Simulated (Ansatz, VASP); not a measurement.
AlN: VASP beside Ansatz

INCAR

```
PREC = Accurate
ENCUT = 520
EDIFF = 1E-7
ISMEAR = 0
SIGMA = 0.05
LREAL = False
LASPH = True
NELM = 80
ALGO = Normal
ISIF = 2
LWAVE = False
LCHARG = True
GGA = PE
LELF = True
LVHAR = True
NBANDS = 11
```

The input KPOINTS:

```
Automatic mesh
0
Gamma
  10 10 10
```

POSCAR

```
AlN
1.0
    0.0000000000      2.1839935596      2.1839935596
    2.1839935596      0.0000000000      2.1839935596
    2.1839935596      2.1839935596      0.0000000000
Al N
1 1
Direct
   -0.0044568533     -0.0044568533      0.0044568533
    0.7585851902      0.7585851902      0.7414148098
```

Input for Ansatz:

```yaml
crystal:
  lattice:
    - [0.0, 2.1839935596, 2.1839935596]
    - [2.1839935596, 0.0, 2.1839935596]
    - [2.1839935596, 2.1839935596, 0.0]
  atoms:
    - { symbol: Al, position: [-0.0044568533, -0.0044568533, 0.0044568533] }
    - { symbol: "N", position: [0.7585851902, 0.7585851902, 0.7414148098] }
basis:
  ecutwfc: 420
kpoints:
  mp_grid: { grid: [10, 10, 10] }
hamiltonian:
  xc: pbe
scf:
  occupations: { method: gaussian, width: 0.05 }
output:
  forces: true
  stress: true
  eigenvalues: true
```

Change from the starting cell: mode 4 (656.9 1/cm) frozen in, largest displacement +0.037 Å.

Alike in both runs: task single point; functional PBE; k mesh 10 × 10 × 10; occupations gaussian, width 0.05 eV; no spin polarisation.

|  | VASP | Ansatz |
| --- | --- | --- |
| version | VASP 6.6.1 | Ansatz 0.2.0 |
| potentials or method | VASP PAW PBE potentials, release 64 (Al, N), cutoff 520 eV | scalar-relativistic, plane waves, PAW |
| valence electrons in the cell | 8 | 8 |

|  | VASP | Ansatz | Ansatz less VASP |
| --- | --- | --- | --- |
| gap on the k mesh at the Fermi level (eV) | 3.17 | 3.18 | +0.008 |
| least direct gap on the mesh (eV) | 4.04 | 4.03 | -0.010 |
| pressure (GPa) | 5.0 | 5.3 | +0.26 |
| traceless stress, the component that is largest in VASP (GPa) | 4.09 | 4.07 | -0.023 |
| rms of the force components (eV/Å) | 0.481 | 0.480 | -0.0016 |

Atom by atom the forces differ by 0.002 eV/Å (rms over components).
